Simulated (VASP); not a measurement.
# K (P6_3/mmc) in VASP: single point with PBE

Aim: the single point of K with PBE.

All numbers are computed with VASP 6.6.1; they aren't measurements. Logs are shortened: lines on timing, memory, paths and dates and some standing lists are left out, and cuts for length are marked.

## (1) The cell of the first run

The structure is hexagonal, space group P6_3/mmc (No. 194). Conventional cell: a = 4.749 Å, b = 4.749 Å, c = 15.208 Å, α = 90.00°, β = 90.00°, γ = 120.00°.

This isn't the form of K at room conditions, which is bcc.

## (2) Single point, PBE (74.25 Å³/atom)

POSCAR reads:

```
K
1.0
    4.7488495608      0.0000000000      0.0000000000
   -2.3744247804      4.1126243584      0.0000000000
    0.0000000000      0.0000000000     15.2080558891
K
4
Direct
    0.0000000000      0.0000000000      0.0000000000
    0.0000000000      0.0000000000      0.5000000000
    0.3333333333      0.6666666667      0.2500000000
    0.6666666667      0.3333333333      0.7500000000
```

INCAR.step1 reads:

```
SYSTEM = K
ALGO = Normal ; EDIFF = 1E-6
ENCUT = 520 ; GGA = PE
ISIF = 2 ; ISMEAR = -1
LASPH = .TRUE. ; LCHARG = .TRUE.
LREAL = .FALSE. ; LWAVE = .FALSE.
NBANDS = 26 ; NELM = 100
PREC = Accurate ; SIGMA = 0.1
```

KPOINTS.step1 reads:

```
k-points
0
G
  6 6 4
  0 0 0
```

INCAR.step2 reads:

```
SYSTEM = K
ALGO = Normal ; EDIFF = 1E-6
ENCUT = 520 ; GGA = PE
ICHARG = 11 ; ISIF = 2
ISMEAR = -5 ; LASPH = .TRUE.
LCHARG = .FALSE. ; LORBIT = 11
LREAL = .FALSE. ; LWAVE = .FALSE.
NEDOS = 1001 ; NELM = 100
PREC = Accurate ; SIGMA = 0.1
```

KPOINTS.step2 reads:

```
k-points
0
G
  9 9 6
  0 0 0
```

Potentials or basis: VASP PAW PBE potentials, release 64 (K_sv).

The run is started by

```console
$ cat potpaw_PBE.64/K_sv/POTCAR > POTCAR
$ cp INCAR.step1 INCAR
$ cp KPOINTS.step1 KPOINTS
$ mpirun -np 1 vasp_std > vasp.out
$ cp INCAR.step2 INCAR
$ cp KPOINTS.step2 KPOINTS
$ mpirun -np 1 vasp_std > vasp.out
```

OUTCAR:

```text
SYSTEM = K
   EDIFF = 1E-6
   ENCUT = 520
   GGA = PE
   ICHARG = 11
   ISIF = 2
   ISMEAR = -5
   LASPH = .TRUE.
   LORBIT = 11
   LREAL = .FALSE.
   NELM = 100
   PREC = Accurate

 ion  position               nearest neighbor table
   1  0.000  0.000  0.000-
   2  0.000  0.000  0.500-
   3  0.333  0.667  0.250-
   4  0.667  0.333  0.750-

  LATTYP: Found a hexagonal cell.
 ALAT       =     4.7488495608
 C/A-ratio  =     3.2024716080

  Lattice vectors:

 A1 = (   4.7488495608,   0.0000000000,   0.0000000000)
 A2 = (  -2.3744247804,   4.1126243584,   0.0000000000)
 A3 = (   0.0000000000,   0.0000000000,  15.2080558891)

Analysis of symmetry for initial positions (statically):
=====================================================================
 Subroutine PRICEL returns:
 Original cell was already a primitive cell.

 Routine SETGRP: Setting up the symmetry group for a
 hexagonal supercell.

 Subroutine GETGRP returns: Found 24 space group operations
 (whereof 12 operations were pure point group operations)
 out of a pool of 24 trial point group operations.

The static configuration has the point symmetry D_3d.
 The point group associated with its full space group is D_6h.

Analysis of symmetry for dynamics (positions and initial velocities):
=====================================================================
 Subroutine PRICEL returns:
 Original cell was already a primitive cell.

 Routine SETGRP: Setting up the symmetry group for a
 hexagonal supercell.

 Subroutine GETGRP returns: Found 24 space group operations
 (whereof 12 operations were pure point group operations)
 out of a pool of 24 trial point group operations.

The dynamic configuration has the point symmetry D_3d.
 The point group associated with its full space group is D_6h.

 Subroutine INISYM returns: Found 24 space group operations
 (whereof 12 operations are pure point group operations),
 and found     1 'primitive' translations

----------------------------------------------------------------------------------------

                                     Primitive cell

  volume of cell :     297.0169

  direct lattice vectors                    reciprocal lattice vectors
[... 90 lines left out ...]
   LASPH  =      T    aspherical Exc in radial PAW
   ENCUT  =  520.0 eV  38.22 Ry    6.18 a.u.   8.83  8.83 28.28*2*pi/ulx,y,z
   NELM   =    100;   NELMIN=  2; NELMDL=  0     # of ELM steps
   EDIFF  = 0.1E-05   stopping-criterion for ELM
   LREAL  =      F    real-space projection
[... 7 lines left out ...]
   TEBEG  =    0.0;   TEEND  =   0.0 temperature during run
   PSTRESS=    0.0 pullay stress
   NELECT =      36.0000    total number of electrons
   NUPDOWN=      -1.0000    fix difference up-down
   EMIN   =  10.00;   EMAX   =-10.00  energy-range for DOS
   EFERMI =   0.00;   METHOD = LEGACY
   ISMEAR =    -5;   SIGMA  =   0.10  broadening in eV -4-tet -1-fermi 0-gaus
   EFERMI_NEDOS =   21; number of points for ismear=-14 and -15
   IALGO  =     38    algorithm
   IMIX   =      4    mixing-type and parameters
     AMIX     =   0.40;   BMIX     =  1.00
     AMIX_MAG =   1.60;   BMIX_MAG =  1.00
  volume/ion in A,a.u.               =      74.25       501.09
  Fermi-wavevector in a.u.,A,eV,Ry     =   0.810181  1.531020  8.930768  0.656393
  Thomas-Fermi vector in A             =   1.919309
   LORBIT       =     11    0 simple, 1 ext, 2 COOP (PROOUT), +10 PAW based schemes
   GGA     = PE    functional components
   LHFCALC =     F    Hartree Fock is set to
   AEXX    =    0.0000 exact exchange contribution
   IVDW    =     0    specifies the selected vdW correction
   LEPSILON=     F    determine dielectric tensor
   LRPA    =     F    only Hartree local field effects (RPA)
 non-spin polarized calculation
 Fermi weights with tetrahedron method with Bloechl corrections
  energy-cutoff  :      520.00
  volume of cell :      297.02
 maximum number of plane-waves:      8040
 NGX is ok and might be reduce to    36

 number of electron      36.0000006 magnetization

 Free energy of the ion-electron system (eV)
  ---------------------------------------------------
  ext. energy  EPLUGINS =         0.00000000
  ---------------------------------------------------
  free energy    TOTEN  =        -4.18967718 eV

  energy without entropy =       -4.18967718  energy(sigma->0) =       -4.18967718

 E-fermi :  -0.1280     XC(G=0):  -5.6275

 val. band max:       -0.1191426095   @ k =   0.3333   0.1111   0.0000
 cond. band min:      -0.1186662464   @ k =   0.3333   0.1111   0.0000
 fundamental gap:      0.0004763631
 Fermi energy:        -0.1280498099

 k-point     1 :       0.0000    0.0000    0.0000
  band No.  band energies     occupation
      1     -32.2727      2.00000
      2     -32.2710      2.00000
      3     -32.2704      2.00000
      4     -32.2687      2.00000
      5     -15.7913      2.00000
      6     -15.7584      2.00000
[... 589 lines left out ...]
     21       0.9987      0.00000
     22       1.0732      0.00000

 [... further k-points ...]

------------------------ aborting loop because EDIFF is reached ----------------------------------------

  FORCE on cell =-STRESS in cart. coord.  units (eV):
  Direction    XX          YY          ZZ          XY          YZ          ZX
  --------------------------------------------------------------------------------------
  -------------------------------------------------------------------------------------
  Total       -0.0822855     -0.0822855     -0.0342474      0.0000000      0.0000000      0.0000000
  in kB       -0.4438669     -0.4438669     -0.1847384      0.0000000      0.0000000      0.0000000
  external PRESSURE =      -0.3574907 kB  Pullay stress =       0.0000000 kB

 VOLUME and BASIS-vectors are now :
 -----------------------------------------------------------------------------
  energy-cutoff  :      520.00
  volume of cell :      297.02
      direct lattice vectors                 reciprocal lattice vectors
     4.748849561  0.000000000  0.000000000     0.210577317  0.121576871  0.000000000
    -2.374424780  4.112624358  0.000000000     0.000000000  0.243153741  0.000000000
     0.000000000  0.000000000 15.208055889     0.000000000  0.000000000  0.065754624

 POSITION                                       TOTAL-FORCE (eV/Angst)
 -----------------------------------------------------------------------------------
      0.00000      0.00000      0.00000        -0.000000      0.000000     -0.000000
      0.00000      0.00000      7.60403        -0.000000      0.000000     -0.000000
     -0.00000      2.74175      3.80201         0.000000     -0.000000      0.000000
      2.37442      1.37087     11.40604        -0.000000      0.000000     -0.000000
 -----------------------------------------------------------------------------------
    total drift:                               -0.000000      0.000000      0.000000

  FREE ENERGIE OF THE ION-ELECTRON SYSTEM (eV)
  ---------------------------------------------------
  free  energy   TOTEN  =        -4.1896771762 eV

  energy  without entropy=       -4.1896771762  energy(sigma->0) =       -4.18967718

 total charge

# of ion       s       p       d       tot
------------------------------------------
    1        1.981   5.554   0.005   7.540
    2        1.981   5.554   0.005   7.540
    3        1.980   5.554   0.005   7.539
    4        1.980   5.554   0.005   7.539
--------------------------------------------------
tot          7.922  22.217   0.019  30.158
```

OUTCAR.step1:

```text
SYSTEM = K
   EDIFF = 1E-6
   ENCUT = 520
   GGA = PE
   ISIF = 2
[... 835 lines left out ...]
      0.00000      0.00000      0.00000        -0.000000      0.000000     -0.000000
      0.00000      0.00000      7.60403        -0.000000      0.000000     -0.000000
     -0.00000      2.74175      3.80201        -0.000000      0.000000     -0.000000
      2.37442      1.37087     11.40604         0.000000     -0.000000      0.000000
 -----------------------------------------------------------------------------------
    total drift:                               -0.000000      0.000000      0.000000

  FREE ENERGIE OF THE ION-ELECTRON SYSTEM (eV)
  ---------------------------------------------------
  free  energy   TOTEN  =        -4.2277749166 eV

  energy  without entropy=       -4.1179188581  energy(sigma->0) =       -4.17284689
```

It took 7.9 min on 1 thread of Intel Xeon 8259CL, shared host; peak memory 0.5 GiB.

What came out:

```yaml
Valence_electrons_inside_the_program's_atomic_spheres: K 7.54
```

Caveat: tetrahedron occupations give inexact forces and stress in metals.
